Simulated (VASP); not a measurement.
Write the native input for VASP 6.6.1 that does the following.

```yaml
Task: single point
Functional: PBE
Potentials_or_basis: VASP PAW PBE potentials, release 64 (Zn, Ru_pv, C, N)
Cutoff: 520 eV
k_mesh: 4 × 4 × 4
Occupations: gaussian, width 0.1 eV
Spin: collinear spin, ferromagnetic start
Starting_moments: "[0.0, 1.0, 0.0, 0.0, 0.0, 0.0, 0.0, 0.0, 0.0, 0.0, 0.0, 0.0, 0.0, 0.0] μB"
Dipole_correction: no
Further_INCAR_settings: ALGO = Normal; EDIFF = 1e-06; NBANDS = 57
```

The structure of ZnRuC6N6 lies in POSCAR:

```
ZnRuC6N6
1.0
    0.0000000000      5.0720000000      5.0720000000
    5.0720000000      0.0000000000      5.0720000000
    5.0720000000      5.0720000000      0.0000000000
Zn Ru C N
1 1 6 6
Direct
    0.0000000000      0.0000000000      0.0000000000
    0.5000000000      0.5000000000      0.5000000000
    0.8110212900      0.1889787100      0.1889787100
    0.1889787100      0.8110212900      0.1889787100
    0.1889787100      0.1889787100      0.8110212900
    0.1889787100      0.8110212900      0.8110212900
    0.8110212900      0.1889787100      0.8110212900
    0.8110212900      0.8110212900      0.1889787100
    0.6956821800      0.3043178200      0.3043178200
    0.3043178200      0.6956821800      0.3043178200
    0.3043178200      0.3043178200      0.6956821800
    0.3043178200      0.6956821800      0.6956821800
    0.6956821800      0.3043178200      0.6956821800
    0.6956821800      0.6956821800      0.3043178200
```

One way to write it, as run:

INCAR

```
ALGO = Normal ; EDIFF = 1E-6
ENCUT = 520 ; GGA = PE
ISIF = 2 ; ISMEAR = 0
ISPIN = 2 ; LASPH = T
LCHARG = F ; LMAXMIX = 4
LORBIT = 11 ; LREAL = F
LWAVE = F ; MAGMOM = 0 1 0 0 0 0 0 0 0 0 0 0 0 0
NBANDS = 57 ; NELM = 150
PREC = Accurate ; SIGMA = 0.1
```

KPOINTS

```
k-points
0
Gamma
  4 4 4
```

Potentials or basis: VASP PAW PBE potentials, release 64 (Zn, Ru_pv, C, N).

The run is started by

```bash
$ cat potpaw_PBE.64/Zn/POTCAR potpaw_PBE.64/Ru_pv/POTCAR potpaw_PBE.64/C/POTCAR potpaw_PBE.64/N/POTCAR > POTCAR
$ mpirun -np 1 vasp_std > vasp.out
```

Results of the run:

| Item | Value |
| --- | --- |
| Pressure | 6.8 GPa |
| Largest force | 2.592 eV/Å |
| Band gap on the k mesh | zero (filled and empty bands overlap) |
| Net moment | 2.00 μB per cell |
| Site moments | Zn +0.29; Ru +0.53; C +0.14; N -0.00 μB |
| Valence electrons inside the program's atomic spheres | Zn 11.50; Ru 12.64; C 2.60; N 3.90 |

Caveat: the cell stands under pressure; forces of over 1 eV/Å act on the atoms, so gaps and moduli don't describe the material at rest.

It took 8.7 min on 1 thread of AMD EPYC 7R43 64-Core Processor (Zen 3), with other jobs on the host, peak memory 0.58 GiB.
